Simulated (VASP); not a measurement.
# Ru (P6_3/mmc) in VASP: further runs

Ru is run at these levels: PBEsol; tasks: single point.

Everything below comes from runs of VASP 6.6.1. Logs are shortened: lines on timing, memory, paths and dates and some standing lists are left out, and cuts for length are marked.

## (1) The cell of the first run

Symmetry: P6_3/mmc, No. 194, hexagonal system. The conventional cell has a = 2.598 Å, b = 2.598 Å, c = 3.939 Å, α = 90.00°, β = 90.00°, γ = 120.00°. Within 3.3 Å of Ru (site symmetry -6m2) lie 12 Ru at 2.48 to 2.60 Å.

## (2) Single point, PBEsol (strain -0.040 along x and y, -0.080 along z)

INCAR

```
SYSTEM = Ru
  PREC = Accurate
  ENCUT = 520
  EDIFF = 1E-6
  ISMEAR = 0
  SIGMA = 0.15
  LREAL = .FALSE.
  LASPH = .TRUE.
  NELM = 100
  ALGO = Fast
  ISIF = 2
  LWAVE = .FALSE.
  LCHARG = .FALSE.
  GGA = PS
  NBANDS = 21
```

KPOINTS

```
Automatic mesh
0
G
  24 24 12
  0 0 0
```

POSCAR

```
Ru
1.0
    2.5975673609      0.0000000000      0.0000000000
   -1.2987836804      2.2495593225      0.0000000000
    0.0000000000      0.0000000000      3.9393480000
Ru
2
Direct
    0.3333333333      0.6666666667      0.2500000000
    0.6666666667      0.3333333333      0.7500000000
```

Potentials or basis: VASP PAW PBE potentials, release 64 (Ru_pv).

On the command line:

```bash
$ cat potpaw_PBE.64/Ru_pv/POTCAR > POTCAR
$ mpirun -np 1 vasp_std > vasp.out
```

OUTCAR:

```text
SYSTEM = Ru
   PREC = Accurate
   ENCUT = 520
   EDIFF = 1E-6
   ISMEAR = 0
   LREAL = .FALSE.
   LASPH = .TRUE.
   NELM = 100
   ISIF = 2
   GGA = PS

 ion  position               nearest neighbor table
   1  0.333  0.667  0.250-   2 2.48   2 2.48   2 2.48   2 2.48   2 2.48   2 2.48
   2  0.667  0.333  0.750-   1 2.48   1 2.48   1 2.48   1 2.48   1 2.48   1 2.48

  LATTYP: Found a hexagonal cell.
 ALAT       =     2.5975673609
 C/A-ratio  =     1.5165527791

  Lattice vectors:

 A1 = (   2.5975673609,   0.0000000000,   0.0000000000)
 A2 = (  -1.2987836804,   2.2495593225,   0.0000000000)
 A3 = (   0.0000000000,   0.0000000000,   3.9393480000)

Analysis of symmetry for initial positions (statically):
=====================================================================
 Subroutine PRICEL returns:
 Original cell was already a primitive cell.

 Routine SETGRP: Setting up the symmetry group for a
 hexagonal supercell.

 Subroutine GETGRP returns: Found 24 space group operations
 (whereof 12 operations were pure point group operations)
 out of a pool of 24 trial point group operations.

The static configuration has the point symmetry D_3d.
 The point group associated with its full space group is D_6h.

Analysis of symmetry for dynamics (positions and initial velocities):
=====================================================================
 Subroutine PRICEL returns:
 Original cell was already a primitive cell.

 Routine SETGRP: Setting up the symmetry group for a
 hexagonal supercell.

 Subroutine GETGRP returns: Found 24 space group operations
 (whereof 12 operations were pure point group operations)
 out of a pool of 24 trial point group operations.

The dynamic configuration has the point symmetry D_3d.
 The point group associated with its full space group is D_6h.

 Subroutine INISYM returns: Found 24 space group operations
 (whereof 12 operations are pure point group operations),
 and found     1 'primitive' translations

----------------------------------------------------------------------------------------

                                     Primitive cell

  volume of cell :      23.0191

  direct lattice vectors                    reciprocal lattice vectors
     2.597567361  0.000000000  0.000000000     0.384975579  0.222265754  0.000000000
    -1.298783680  2.249559323  0.000000000     0.000000000  0.444531509  0.000000000
     0.000000000  0.000000000  3.939348000     0.000000000  0.000000000  0.253849114

  length of vectors
     2.597567361  2.597567361  3.939348000     0.444531509  0.444531509  0.253849114

  position of ions in fractional coordinates (direct lattice)
     0.333333333  0.666666667  0.250000000
     0.666666667  0.333333333  0.750000000

  ion indices of the primitive-cell ions
   primitive index   ion index
                 1           1
                 2           2

----------------------------------------------------------------------------------------

 KPOINTS: Automatic mesh

Automatic generation of k-mesh.
 Grid dimensions read from file:
 generate k-points for:   24   24   12

 Generating k-lattice:

  Cartesian coordinates                     Fractional coordinates (reciprocal lattice)
     0.016040649  0.009261073  0.000000000     0.041666667  0.000000000  0.000000000
     0.000000000  0.018522146  0.000000000     0.000000000  0.041666667  0.000000000
     0.000000000  0.000000000  0.021154093     0.000000000  0.000000000  0.083333333

  Length of vectors
     0.018522146  0.018522146  0.021154093

  Shift w.r.t. Gamma in fractional coordinates (k-lattice)
     0.000000000  0.000000000  0.000000000

 Subroutine IBZKPT returns following result:
 ===========================================

 Found    427 irreducible k-points:

 Following reciprocal coordinates:
            Coordinates               Weight
  0.000000  0.000000  0.000000      1.000000
  0.041667  0.000000  0.000000      6.000000
  0.083333  0.000000  0.000000      6.000000
  0.125000  0.000000  0.000000      6.000000
  0.166667  0.000000  0.000000      6.000000
[... 48 lines left out ...]
      6     -26.4064      2.00000
[... 13 lines left out ...]
     20      26.0957      0.00000
     21      28.9775      0.00000

 k-point     2 :       0.0417    0.0000    0.0000
  band No.  band energies     occupation
      1     -28.5019      2.00000
      2     -26.9377      2.00000
      3     -26.9253      2.00000
      4     -26.5913      2.00000
      5     -26.5722      2.00000
      6     -26.4122      2.00000
[... 13 lines left out ...]
     20      26.0955      0.00000
     21      28.9788      0.00000

 k-point     3 :       0.0833    0.0000    0.0000
  band No.  band energies     occupation
      1     -28.4719      2.00000
      2     -26.9955      2.00000
      3     -26.9464      2.00000
      4     -26.6521      2.00000
      5     -26.5779      2.00000
      6     -26.4294      2.00000
[... 13 lines left out ...]
     20      28.9157      0.00000
     21      31.1565      0.00000

 k-point     4 :       0.1250    0.0000    0.0000
  band No.  band energies     occupation
      1     -28.4228      2.00000
      2     -27.0874      2.00000
      3     -26.9793      2.00000
      4     -26.7474      2.00000
      5     -26.5875      2.00000
      6     -26.4580      2.00000
[... 13 lines left out ...]
     20      26.0954      0.00000
     21      28.9272      0.00000

 k-point     5 :       0.1667    0.0000    0.0000
  band No.  band energies     occupation
      1     -28.3563      2.00000
      2     -27.2072      2.00000
      3     -27.0210      2.00000
      4     -26.8691      2.00000
      5     -26.6011      2.00000
      6     -26.4979      2.00000
[... 13 lines left out ...]
     20      26.0953      0.00000
     21      28.8278      0.00000
[... 382 lines left out ...]
     20      28.2357      0.00000
     21      28.7652      0.00000

 k-point    22 :       0.3750    0.0417    0.0000
  band No.  band energies     occupation
      1     -27.9460      2.00000
      2     -27.8065      2.00000
      3     -27.5735      2.00000
      4     -27.2668      2.00000
      5     -26.8780      2.00000
      6     -26.7141      2.00000
[... 13 lines left out ...]
     20      26.1920      0.00000
     21      28.5053      0.00000

 k-point    23 :       0.4167    0.0417    0.0000
  band No.  band energies     occupation
      1     -28.0196      2.00000
      2     -27.7216      2.00000
      3     -27.6362      2.00000
      4     -27.2922      2.00000
      5     -26.9459      2.00000
      6     -26.7254      2.00000
[... 13 lines left out ...]
     20      26.0969      0.00000
     21      28.5416      0.00000

 k-point    24 :       0.4583    0.0417    0.0000
  band No.  band energies     occupation
      1     -28.0577      2.00000
      2     -27.6710      2.00000
      3     -27.6685      2.00000
      4     -27.3052      2.00000
      5     -26.9877      2.00000
      6     -26.7314      2.00000
[... 13 lines left out ...]
     20      28.6014      0.00000
     21      29.4137      0.00000

 [... further k-points ...]

------------------------ aborting loop because EDIFF is reached ----------------------------------------

  FORCE on cell =-STRESS in cart. coord.  units (eV):
  Direction    XX          YY          ZZ          XY          YZ          ZX
  --------------------------------------------------------------------------------------
  -------------------------------------------------------------------------------------
  Total        8.9764845      8.9764845     14.0609687      0.0000000     -0.0000000      0.0000000
  in kB      624.7816319    624.7816319    978.6720954      0.0000000     -0.0000000      0.0000000
  external PRESSURE =     742.7451197 kB  Pullay stress =       0.0000000 kB

 VOLUME and BASIS-vectors are now :
 -----------------------------------------------------------------------------
  energy-cutoff  :      520.00
  volume of cell :       23.02
      direct lattice vectors                 reciprocal lattice vectors
     2.597567361  0.000000000  0.000000000     0.384975579  0.222265754  0.000000000
    -1.298783680  2.249559323  0.000000000     0.000000000  0.444531509  0.000000000
     0.000000000  0.000000000  3.939348000     0.000000000  0.000000000  0.253849114

 POSITION                                       TOTAL-FORCE (eV/Angst)
 -----------------------------------------------------------------------------------
     -0.00000      1.49971      0.98484        -0.000000      0.000000      0.000000
      1.29878      0.74985      2.95451         0.000000     -0.000000      0.000000
 -----------------------------------------------------------------------------------
    total drift:                                0.000000     -0.000000      0.000000

  FREE ENERGIE OF THE ION-ELECTRON SYSTEM (eV)
  ---------------------------------------------------
  free  energy   TOTEN  =       -19.5599834976 eV

  energy  without entropy=      -19.5452103927  energy(sigma->0) =      -19.55259695
```

It took 2.7 min on 1 thread of Intel Xeon Platinum 8259CL at 2.50GHz (Skylake/Cascade Lake), shared host; peak memory 0.26 GiB.

What came out:

| Item | Value |
| --- | --- |
| Free energy | -19.5600 eV |
| Pressure | 74.3 GPa |
| Band gap on the k mesh | zero (bands 14 and 15 overlap by 4.12 eV) |

Levels at points of the mesh, in eV from the Fermi level:
| k point | band 10 | band 11 | band 12 | band 13 | band 14 | band 15 | band 16 | band 17 | band 18 | band 19 |
| --- | --- | --- | --- | --- | --- | --- | --- | --- | --- | --- |
| (0.00, 0.00, 0.00) | -3.47 | -2.64 | -2.44 | -2.44 | -2.23 | -2.23 | 1.45 | 1.45 | 2.10 | 10.09 |
| (0.50, 0.00, 0.00) | -4.28 | -2.26 | -2.25 | -1.63 | 1.52 | 2.20 | 2.75 | 4.94 | 7.27 | 10.09 |
| (0.00, 0.00, 0.50) | -3.80 | -3.80 | -3.80 | -2.99 | -2.99 | 0.76 | 0.76 | 0.76 | 0.76 | 10.09 |
| (0.50, 0.00, 0.50) | -5.63 | -1.60 | -1.60 | 0.53 | 0.53 | 1.95 | 1.95 | 4.03 | 4.03 | 10.09 |

Caveat: the cell differs from its parent crystal (strain -0.040 along x and y, -0.080 along z); the stress differs along the axes, from 62 to 98 GPa; the PAW data sets were made with another functional, which shifts forces and pressure a little.

## (3) Single point, PBEsol (strain -0.080 along x and y, +0.040 along z)

INCAR

```
SYSTEM = Ru
ALGO = Fast
EDIFF = 1E-6
ENCUT = 520
GGA = PS
ISIF = 2
ISMEAR = 0
LASPH = .TRUE.
LCHARG = .FALSE.
LREAL = .FALSE.
LWAVE = .FALSE.
NBANDS = 21
NELM = 60
PREC = Accurate
SIGMA = 0.15
```

KPOINTS

```
k-points
0
G
  24 24 12
  0 0 0
```

POSCAR

```
Ru
1.0
    2.4893353875      0.0000000000      0.0000000000
   -1.2446676937      2.1558276841      0.0000000000
    0.0000000000      0.0000000000      4.4531760000
Ru
2
Direct
    0.3333333333      0.6666666667      0.2500000000
    0.6666666667      0.3333333333      0.7500000000
```

Potentials or basis: VASP PAW PBE potentials, release 64 (Ru_pv).

On the command line:

```bash
$ cat potpaw_PBE.64/Ru_pv/POTCAR > POTCAR
$ mpirun -np 1 vasp_std > vasp.out
```

Wall time 2.9 min (1 thread of Intel Xeon Platinum 8259CL at 2.50GHz (Skylake/Cascade Lake), shared host); peak memory 0.27 GiB.

It converged, with:

```
Free energy            : -19.4468 eV
Pressure               : 55.2 GPa
Band gap on the k mesh : zero (bands 14 and 15 overlap by 3.41 eV)
```

Stress tensor (GPa, compression positive):
```
84.33  0.00  0.00
 0.00 84.33  0.00
 0.00  0.00 -2.91
```

Levels at points of the mesh, in eV from the Fermi level:
| k point | band 12 | band 13 | band 14 | band 15 | band 16 | band 17 |
| --- | --- | --- | --- | --- | --- | --- |
| (0.00, 0.00, 0.00) | -2.56 | -2.56 | -0.57 | -0.57 | -0.03 | 1.53 |
| (0.50, 0.00, 0.00) | -2.40 | -1.56 | 1.78 | 2.70 | 2.96 | 5.08 |
| (0.00, 0.00, 0.50) | -3.04 | -3.04 | -3.04 | 0.78 | 0.78 | 0.78 |
| (0.50, 0.00, 0.50) | -0.79 | 0.52 | 0.52 | 2.85 | 2.85 | 4.00 |

Caveat: the cell differs from its parent crystal (strain -0.080 along x and y, +0.040 along z); the stress differs along the axes, from -3 to 84 GPa; the PAW data sets were made with another functional, which shifts forces and pressure a little.

## (4) Single point, PBEsol (strain -0.040 along x and y, -0.040 along z)

INCAR

```
PREC = Accurate
ENCUT = 520
EDIFF = 1E-6
ISMEAR = 0
SIGMA = 0.15
LREAL = False
LASPH = True
NELM = 100
ALGO = Fast
ISIF = 2
LWAVE = False
LCHARG = False
GGA = PS
NBANDS = 21
```

KPOINTS

```
Automatic mesh
0
Gamma
  24 24 12
```

POSCAR

```
Ru
1.0
    2.5975673609      0.0000000000      0.0000000000
   -1.2987836804      2.2495593225      0.0000000000
    0.0000000000      0.0000000000      4.1106240000
Ru
2
Direct
    0.3333333333      0.6666666667      0.2500000000
    0.6666666667      0.3333333333      0.7500000000
```

On the command line:

```bash
$ cat potpaw_PBE.64/Ru_pv/POTCAR > POTCAR
$ mpirun -np 1 vasp_std > vasp.out
```

Run time: 2.5 min. Hardware: 1 thread of Intel Xeon Platinum 8259CL at 2.50GHz (Skylake/Cascade Lake), shared host; peak memory 0.27 GiB.

The run converged. Its results:

```yaml
Free_energy: -20.0056 eV
Pressure: 46.3 GPa
Band_gap_on_the_k_mesh: zero (bands 14 and 15 overlap by 3.86 eV)
```

Stress tensor (GPa, compression positive):
```
45.98  0.00  0.00
 0.00 45.98  0.00
 0.00  0.00 46.96
```

Levels at points of the mesh, in eV from the Fermi level:
| k point | band 11 | band 12 | band 13 | band 14 | band 15 | band 16 | band 17 | band 18 |
| --- | --- | --- | --- | --- | --- | --- | --- | --- |
| (0.00, 0.00, 0.00) | -2.95 | -2.33 | -2.33 | -1.69 | -1.69 | 1.40 | 1.40 | 1.41 |
| (0.50, 0.00, 0.00) | -2.46 | -2.04 | -1.81 | 1.75 | 2.26 | 2.35 | 4.78 | 7.05 |
| (0.00, 0.00, 0.50) | -3.36 | -3.36 | -3.16 | -3.16 | 0.66 | 0.66 | 0.66 | 0.66 |
| (0.50, 0.00, 0.50) | -1.31 | -1.31 | 0.51 | 0.51 | 2.06 | 2.06 | 3.89 | 3.89 |

Caveat: the cell differs from its parent crystal (strain -0.040 along x and y, -0.040 along z); the cell stands under pressure; the PAW data sets were made with another functional, which shifts forces and pressure a little.

## (5) Single point, PBEsol (strain -0.080 along x and y, +0.080 along z)

INCAR

```
SYSTEM = Ru
PREC = Accurate ; ENCUT = 520
EDIFF = 1E-6 ; ISMEAR = 0
SIGMA = 0.15 ; LREAL = .False.
LASPH = .True. ; NELM = 100
ALGO = Fast ; ISIF = 2
LWAVE = .False. ; LCHARG = .False.
GGA = PS ; NBANDS = 21
```

KPOINTS

```
Automatic mesh
0
Gamma
  24 24 12
  0 0 0
```

POSCAR

```
Ru
1.0
    2.4893353875      0.0000000000      0.0000000000
   -1.2446676937      2.1558276841      0.0000000000
    0.0000000000      0.0000000000      4.6244520000
Ru
2
Direct
    0.3333333333      0.6666666667      0.2500000000
    0.6666666667      0.3333333333      0.7500000000
```

On the command line:

```bash
$ cat potpaw_PBE.64/Ru_pv/POTCAR > POTCAR
$ mpirun -np 1 vasp_std > vasp.out
```

Wall time 2.8 min (1 thread of Intel Xeon Platinum 8259CL at 2.50GHz (Skylake/Cascade Lake), shared host); peak memory 0.28 GiB.

Results (log left out):

- Free energy: -19.3638 eV
- Pressure: 40.0 GPa
- Band gap on the k mesh: zero (bands 14 and 15 overlap by 2.86 eV)

Stress tensor (GPa, compression positive):
```
 72.10   0.00   0.00
  0.00  72.10   0.00
  0.00   0.00 -24.13
```

Levels at points of the mesh, in eV from the Fermi level:
| k point | band 10 | band 11 | band 12 | band 13 | band 14 | band 15 | band 16 | band 17 | band 18 | band 19 |
| --- | --- | --- | --- | --- | --- | --- | --- | --- | --- | --- |
| (0.00, 0.00, 0.00) | -2.91 | -2.91 | -2.49 | -2.49 | -0.43 | -0.21 | -0.21 | 1.50 | 1.50 | 9.02 |
| (0.50, 0.00, 0.00) | -3.50 | -2.37 | -2.15 | -1.35 | 1.53 | 2.83 | 3.02 | 4.89 | 7.15 | 10.27 |
| (0.00, 0.00, 0.50) | -4.02 | -2.84 | -2.84 | -2.84 | -2.84 | 0.84 | 0.84 | 0.84 | 0.84 | 10.27 |
| (0.50, 0.00, 0.50) | -5.82 | -0.59 | -0.59 | 0.47 | 0.47 | 2.93 | 2.93 | 3.83 | 3.83 | 10.26 |

Caveat: the cell differs from its parent crystal (strain -0.080 along x and y, +0.080 along z); the stress differs along the axes, from -24 to 72 GPa; the PAW data sets were made with another functional, which shifts forces and pressure a little.

## (6) Single point, PBEsol (strain +0.000 along x and y, -0.080 along z)

INCAR

```
SYSTEM = Ru
PREC = Accurate
ENCUT = 520
EDIFF = 1E-7
ISMEAR = 0
SIGMA = 0.15
LREAL = .False.
LASPH = .True.
NELM = 60
ALGO = Fast
ISIF = 2
LWAVE = .False.
LCHARG = .False.
GGA = PS
NBANDS = 21
```

KPOINTS

```
regular mesh
0
Gamma
  24 24 12
  0 0 0
```

POSCAR

```
Ru
1.0
    2.7057993342      0.0000000000      0.0000000000
   -1.3528996671      2.3432909610      0.0000000000
    0.0000000000      0.0000000000      3.9393480000
Ru
2
Direct
    0.3333333333      0.6666666667      0.2500000000
    0.6666666667      0.3333333333      0.7500000000
```

Potentials or basis: VASP PAW PBE potentials, release 64 (Ru_pv).

On the command line:

```bash
$ cat potpaw_PBE.64/Ru_pv/POTCAR > POTCAR
$ mpirun -np 1 vasp_std > vasp.out
```

Wall time 3.9 min (1 thread of Intel Xeon Platinum 8259CL at 2.50GHz (Skylake/Cascade Lake), shared host); peak memory 0.27 GiB.

Results (log left out):

| Item | Value |
| --- | --- |
| Free energy | -20.0089 eV |
| Pressure | 30.7 GPa |
| Band gap on the k mesh | zero (bands 14 and 15 overlap by 3.42 eV) |

Stress tensor (GPa, compression positive):
```
14.86  0.00  0.00
 0.00 14.86  0.00
 0.00  0.00 62.42
```

Levels at points of the mesh, in eV from the Fermi level:
| k point | band 12 | band 13 | band 14 | band 15 | band 16 | band 17 |
| --- | --- | --- | --- | --- | --- | --- |
| (0.00, 0.00, 0.00) | -2.33 | -2.11 | -2.11 | -1.91 | 1.29 | 1.29 |
| (0.50, 0.00, 0.00) | -1.77 | -1.22 | 1.03 | 1.75 | 2.60 | 4.24 |
| (0.00, 0.00, 0.50) | -3.58 | -2.51 | -2.51 | 0.75 | 0.75 | 0.75 |
| (0.50, 0.00, 0.50) | -1.60 | 0.39 | 0.39 | 1.50 | 1.50 | 3.54 |

Caveat: the cell differs from its parent crystal (strain +0.000 along x and y, -0.080 along z); the stress differs along the axes, from 15 to 62 GPa; the PAW data sets were made with another functional, which shifts forces and pressure a little.

## (7) Overview

```csv
cell,further INCAR settings,gap on the mesh (eV),pressure (GPa)
"a = 2.598, b = 2.598, c = 3.939 Å, angles 90.0, 90.0, 120.0°, 2 atoms",ALGO = Fast; EDIFF = 1e-06; NBANDS = 21,none,74.3
"a = 2.489, b = 2.489, c = 4.453 Å, angles 90.0, 90.0, 120.0°, 2 atoms",ALGO = Fast; EDIFF = 1e-06; NBANDS = 21,none,55.2
"a = 2.598, b = 2.598, c = 4.111 Å, angles 90.0, 90.0, 120.0°, 2 atoms",ALGO = Fast; EDIFF = 1e-06; NBANDS = 21,none,46.3
"a = 2.489, b = 2.489, c = 4.624 Å, angles 90.0, 90.0, 120.0°, 2 atoms",ALGO = Fast; EDIFF = 1e-06; NBANDS = 21,none,40.0
"a = 2.706, b = 2.706, c = 3.939 Å, angles 90.0, 90.0, 120.0°, 2 atoms",ALGO = Fast; EDIFF = 1e-07; NBANDS = 21,none,30.7
```

Alike in all rows: task single point; level PBEsol; potentials or basis VASP PAW PBE potentials, release 64 (Ru_pv); no spin polarisation; k mesh 24 × 24 × 12; cutoff (eV) 520; smearing gaussian 0.15 eV.

Caveats: the PAW data sets were made with another functional, which shifts forces and pressure a little; the stress differs along the axes, from 62 to 98 GPa (at least some runs); the stress differs along the axes, from -3 to 84 GPa (at least some runs); the cell stands under pressure (at least some runs); the stress differs along the axes, from -24 to 72 GPa (at least some runs); the stress differs along the axes, from 15 to 62 GPa (at least some runs).

Absolute energies hang on the potentials; compare differences alone.
